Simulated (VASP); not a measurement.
# ZnS: single point with PBE

ZnS:

```
Zn S
1.0
     0.00000    2.66593    2.66593
     2.66593    0.00000    2.66593
     2.66593    2.66593    0.00000
Zn S
1 1
Direct
  0.25000 0.25000 0.25000
  0.00000 0.00000 0.00000
```

This cell differs from its parent crystal: volume scaled by 0.94.

```json
{
 "Program": "VASP 6.6.1",
 "Task": "single point",
 "Functional": "PBE",
 "Potentials or basis": "VASP PAW PBE potentials, release 64 (Zn, S)",
 "Cutoff": "520 eV",
 "k mesh": "10 × 10 × 10",
 "Occupations": "gaussian, width 0.02 eV",
 "Spin": "no spin polarisation",
 "Dipole correction": "no",
 "Further INCAR settings": "ALGO = Normal; EDIFF = 1e-07; NBANDS = 16"
}
```

* Pressure: 5.1 GPa
* Band gap on the k mesh: 2.29 eV, direct

Levels at points of the mesh, in eV from the valence-band top:
| k point | band 6 | band 7 | band 8 | band 9 | band 10 | band 11 | band 12 | band 13 |
| --- | --- | --- | --- | --- | --- | --- | --- | --- |
| (0.00, 0.00, 0.00) | -5.96 | 0.00 | 0.00 | 0.00 | 2.29 | 6.37 | 6.37 | 6.37 |
| (0.50, 0.00, 0.00) | -5.75 | -5.56 | -0.93 | -0.93 | 3.39 | 6.90 | 6.90 | 9.03 |
| (0.50, 0.50, 0.00) | -5.73 | -4.72 | -2.37 | -2.37 | 3.31 | 4.07 | 11.27 | 12.25 |

It took 25 s on 1 thread of Intel(R) Xeon(R) Platinum 8488C (Sapphire Rapids), with other jobs on the host, peak memory 0.16 GiB.
